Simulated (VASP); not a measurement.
Mg:

```
Mg
1.0
     3.23055    0.00000    0.00000
    -1.61528    2.79774    0.00000
     0.00000    0.00000    5.24481
Mg
2
Direct
  0.66667 0.33333 0.75000
  0.33333 0.66667 0.25000
```

Base run:

| Property | Result |
| --- | --- |
| Program | VASP 6.6.1 |
| Functional | PBEsol |
| Potentials or basis | VASP PAW PBE potentials, release 64 (Mg) |
| Cutoff | 520 eV |
| k mesh | 10 × 10 × 5 |
| Occupations | fermi-dirac, width 0.05 eV |
| Spin | no spin polarisation |

Its results: band gap on the k mesh zero (band 2 reaches 3.09 eV, above the bottom of band 3 at 1.19 eV); pressure -1.7 GPa.

Q: The run is repeated on the same cell with these changes: functional from PBEsol to SVWN5; further incar settings from ALGO = Fast; EDIFF = 1e-06; NBANDS = 9 to ALGO = Normal; EDIFF = 1e-07; NBANDS = 9. What comes out?

A: Band gap on the k mesh zero (band 2 reaches 2.99 eV, above the bottom of band 3 at 1.01 eV); pressure -2.9 GPa.

Caveats: the PAW data sets were made with another functional, which shifts forces and pressure a little.
